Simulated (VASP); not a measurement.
Runs of VASP 6.6.1 on Ba. The structure is that of space group Fm-3m (No. 225), or close to it. The cells are those of the table. This isn't the form of Ba at room conditions, which is bcc.

```tsv
task	level	potentials or basis	cell	k mesh	cutoff (eV)	smearing	dipole correction	tolerance level	purpose	K density	gap on the mesh (eV)	pressure (GPa)	relaxed volume (Å³/atom)
single point	rpbe exchange, lyp correlation	VASP PAW PBE potentials, release 64 (Ba_sv)	a = 4.661 Å, angles 60.0°, 1 atom	7 × 7 × 7	500	fermi-dirac 0.025 eV	no	-	-	-	none	(b)	-
single point	rpbe exchange, lyp correlation	VASP PAW PBE potentials, release 64 (Ba_sv)	a = 4.572 Å, angles 60.0°, 1 atom	7 × 7 × 7	500	fermi-dirac 0.025 eV	no	-	-	-	none	0.7	-
single point	LDA	VASP PAW LDA potentials, release 64 (Ba_sv)	a = 4.572 Å, angles 60.0°, 1 atom	7 × 7 × 7	500	gaussian 0.05 eV	no	-	-	-	none	(a)	-
single point	LDA	VASP PAW LDA potentials, release 64 (Ba_sv)	a = 4.572 Å, angles 60.0°, 1 atom	10 × 10 × 10	210	tetrahedron 0.1 eV	-	screening	density of states	8 × 8 × 8	none	-	-
single point	pbe exchange, lyp correlation	VASP PAW PBE potentials, release 64 (Ba_sv)	a = 4.381 Å, angles 60.0°, 1 atom	7 × 7 × 7	500	methfessel-paxton 0.01 eV	no	-	-	-	none	1.5	-
single point	rpbe exchange, lyp correlation	VASP PAW PBE potentials, release 64 (Ba_sv)	a = 4.478 Å, angles 60.0°, 1 atom	7 × 7 × 7	500	fermi-dirac 0.025 eV	no	-	-	-	none	(c)	-
single point	rpbe exchange, lyp correlation	VASP PAW PBE potentials, release 64 (Ba_sv)	a = 4.510 Å, angles 60.0°, 1 atom	7 × 7 × 7	500	fermi-dirac 0.025 eV	no	-	-	-	none	1.1	-
relaxation of cell and atoms	PBEsol	VASP PAW PBE potentials, release 64 (Ba_sv)	relaxed to 30 GPa from a = 4.572 Å, angles 60.0°, 1 atom	7 × 7 × 7	600	fermi-dirac 0.05 eV	no	-	-	-	none	30.0	-
single point	PBEsol	VASP PAW PBE potentials, release 64 (Ba_sv)	a = 4.572 Å, angles 60.0°, 1 atom	7 × 7 × 7	500	tetrahedron	no	-	-	-	none	-0.9	-
relaxation of cell and atoms	revPBE	VASP PAW PBE potentials, release 64 (Ba_sv)	relaxed from a = 4.572 Å, angles 60.0°, 1 atom	7 × 7 × 7	600	fermi-dirac 0.05 eV	no	-	-	-	none	0.0	68.96
relaxation of cell and atoms	BLYP	VASP PAW PBE potentials, release 64 (Ba_sv)	relaxed from a = 4.572 Å, angles 60.0°, 1 atom	7 × 7 × 7	600	fermi-dirac 0.05 eV	no	-	-	-	none	0.0	67.92
```

Alike in all rows: no spin polarisation.

Question: Estimate the missing entries.

Answer: (a) -1.5; (b) 0.2; (c) 1.4.

Caveats: spin-orbit coupling is left out, which moves the levels of the heavy elements; the PAW data sets were made with another functional, which shifts forces and pressure a little (at least some runs); tetrahedron occupations give inexact forces and stress in metals (at least some runs); the cutoff is under 1.25 times the usual one of these potentials, so pressure, stress and relaxed cells hold a basis-set (Pulay) error (at least some runs); the cell is relaxed towards a set pressure, so the run minimises the enthalpy, not the energy (at least some runs); the volume moved by over 15 % at a fixed basis, so the end points are rough (at least some runs).

A k mesh can miss the band edges, and the runs leave out spin-orbit coupling on Ba.

A gap of «none» marks levels without a gap at the run's occupations.
